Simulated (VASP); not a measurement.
Here is a VASP 6.6.1 calculation.

File INCAR:

```
PREC = Accurate ; ENCUT = 600
EDIFF = 1E-6 ; ISMEAR = -1
SIGMA = 0.05 ; LREAL = F
LASPH = T ; NELM = 80
ALGO = Normal ; ISIF = 3
LWAVE = F ; LCHARG = F
GGA = PE ; IBRION = 2
NSW = 60 ; EDIFFG = -0.005
PSTRESS = -37.0
```

The input KPOINTS:

```
regular mesh
0
Gamma
  18 18 18
```

The input POSCAR:

```
Cu
1.0
   -1.4545044229      1.4545044229      1.4545044229
    1.4545044229     -1.4545044229      1.4545044229
    1.4545044229      1.4545044229     -1.4545044229
Cu
1
Direct
    0.0000000000      0.0000000000      0.0000000000
```

Potentials or basis: VASP PAW PBE potentials, release 64 (Cu).

Run with:

```console
$ cat potpaw_PBE.64/Cu/POTCAR > POTCAR
$ mpirun -np 1 vasp_std > vasp.out
```

**Question.** Predict the space group after relaxing (to 0.05 Å).

**Answer.** Im-3m (No. 229).

**Question.** Estimate the relaxed volume.

**Answer.** 12.42 Å³/atom.

**Question.** Predict the relaxed cell.

**Answer.** a = 2.527 Å, b = 2.527 Å, c = 2.527 Å, α = 109.47°, β = 109.47°, γ = 109.47°.

Step by step:
```
step  energy change (eV)  largest force (eV/Å)  pressure (GPa)  volume (Å³)
   1              0.0000                0.0000           -2.66        12.31
   2              0.0030                0.0000           -4.04        12.45
   3              0.0021                0.0000           -3.69        12.42
```

Caveat: the cell is relaxed towards a set pressure, so the enthalpy falls and the energy may rise.
